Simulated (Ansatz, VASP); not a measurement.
One calculation of Cu, two programs

The input POSCAR:

```
Cu
1.0
    2.3690857482      0.0000000000      0.0000000000
    0.0000000000      2.3690857482      0.0000000000
    0.0000000000      0.0000000000      2.3690857482
Cu
1
Direct
    0.0000000000      0.0000000000      0.0000000000
```

INCAR.step1

```
PREC     = Accurate       # precision mode
ENCUT    = 520            # plane-wave cutoff, eV
ISMEAR   = -1             # smearing method
SIGMA    = 0.1            # smearing width, eV
LREAL    = False          # projectors in reciprocal space
LASPH    = True           # aspherical terms in the spheres
NELM     = 60             # most SCF steps
NBANDS   = 12             # bands
GGA      = PE             # functional
ALGO     = Normal         # electronic algorithm
EDIFF    = 1E-4           # SCF threshold, eV
LWAVE    = True           # write WAVECAR
LCHARG   = False          # write CHGCAR
```

INCAR.step2

```
PREC     = Accurate       # precision mode
ENCUT    = 520            # plane-wave cutoff, eV
EDIFF    = 1E-6           # SCF threshold, eV
ISMEAR   = -1             # smearing method
SIGMA    = 0.1            # smearing width, eV
LREAL    = False          # projectors in reciprocal space
LASPH    = True           # aspherical terms in the spheres
NELM     = 60             # most SCF steps
ALGO     = Normal         # electronic algorithm
ISIF     = 2              # what is computed and relaxed
LWAVE    = False          # write WAVECAR
LCHARG   = False          # write CHGCAR
METAGGA  = R2SCAN         # meta-GGA
LMIXTAU  = True         
NBANDS   = 12             # bands
ISTART   = 1
```

File KPOINTS:

```
Automatic mesh
0
Gamma
  15 15 15
```

Input for Ansatz:

```yaml
crystal:
  lattice:
    - [2.3690857482, 0.0, 0.0]
    - [0.0, 2.3690857482, 0.0]
    - [0.0, 0.0, 2.3690857482]
  atoms:
    - { symbol: Cu, position: [0.0, 0.0, 0.0] }
hamiltonian:
  xc: r2scan
  pseudopotentials:
    kind: paw
    azcp:
      Cu: "pseudopotentials/Cu.paw.azcp"
basis:
  ecutwfc: 500
  fft_grid_basis: typed
kpoints:
  mp_grid: { grid: [15, 15, 15], shift: [0, 0, 0] }
magnetization:
  spin_polarized: false
scf:
  occupations: { method: fermi_dirac, width: 0.1 }
  lower_state_search: "off"
output:
  stress: true
```

Alike in both runs: task single point; functional r2SCAN; k mesh 15 × 15 × 15; occupations fermi-dirac, width 0.1 eV; no spin polarisation.

```csv
,VASP,Ansatz
version,VASP 6.6.1,Ansatz 0.2.0
potentials or method,"VASP PAW PBE potentials, release 64 (Cu), cutoff 520 eV","plane waves (500 eV) with PAW, scalar-relativistic"
valence electrons in the cell,11,19
```

Ansatz gave:

* pressure (GPa): 0.0

What did VASP give for the same quantities?

Pressure (GPa): 1.3.

VASP's potentials were made for PBE, not for r2SCAN. VASP's potentials hold 11 valence electrons a cell and Ansatz's 19, so a difference there can come from the potentials and not from the codes.
